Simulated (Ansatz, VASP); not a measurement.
**Two plane-wave programs on Lu**

```
Lu
1.0
     3.30841    0.00000    0.00000
    -1.65420    2.86516    0.00000
     0.00000    0.00000    3.26557
Lu
1
Direct
  0.00000 0.00000 0.00000
```

Alike in both runs: functional PBE; k mesh 18 × 18 × 18; occupations gaussian, width 0.1 eV; no spin polarisation.

Ansatz relaxed the structure, and its values are those at the end. VASP's run is a single point on that final structure, the one shown.

```csv
,VASP,Ansatz
version,VASP 6.6.1,Ansatz 0.2.0
potentials or method,"VASP PAW PBE potentials, release 64 (Lu), cutoff 520 eV","scalar-relativistic, plane waves, PAW"
valence electrons in the cell,25,25
```

|  | VASP | Ansatz | Ansatz less VASP |
| --- | --- | --- | --- |
| gap on the k mesh at the Fermi level (eV) | none | none | - |
| pressure (GPa) | 0.0 | 0.0 | -0.03 |

A gap of «none» marks a metal or a gap that the smearing closes. The functional is the same, so the differences come from potentials, cutoffs and numerics.

Neither program's run includes spin-orbit coupling.
